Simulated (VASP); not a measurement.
The system is Al.

```
Al
1.0
     0.00000    2.78500    2.78500
     2.78500    0.00000    2.78500
     2.78500    2.78500    0.00000
Al
2
Direct
  0.00000 0.00000 0.00000
  0.25000 0.25000 0.25000
```

- Program: VASP 6.6.1
- Task: relaxation of cell and atoms
- Functional: PBEsol
- Potentials or basis: VASP PAW PBE potentials, release 64 (Al)
- Cutoff: 600 eV
- k mesh: 14 × 14 × 14
- Occupations: fermi-dirac, width 0.05 eV
- Spin: no spin polarisation

At the start: pressure 13.8 GPa; volume 21.60 Å³/atom.

**Question.** Where does the relaxation end?

**Answer.** Over 5 steps the energy falls by 191.4 meV/atom and the volume is 26.95 Å³/atom (+24.7 %); space group Fd-3m (No. 227, to 0.05 Å).

The path:
```
step  energy change (eV)  largest force (eV/Å)  pressure (GPa)  volume (Å³)
   1              0.0000                0.0000           13.79        43.20
   2             -0.3739                0.0000           -1.36        55.90
   3             -0.3827                0.0000            0.09        53.76
   4             -0.3827                0.0000           -0.07        53.99
   5             -0.3827                0.0000            0.00        53.89
```

Final structure:
```
Al
1.0
     0.00000    2.99803    2.99803
     2.99803    0.00000    2.99803
     2.99803    2.99803    0.00000
Al
2
Direct
  0.00000 0.00000 0.00000
  0.25000 0.25000 0.25000
```

Caveat: the volume moved by over 15 % at a fixed basis, so the end points are rough; the PAW data sets were made with another functional, which shifts forces and pressure a little.
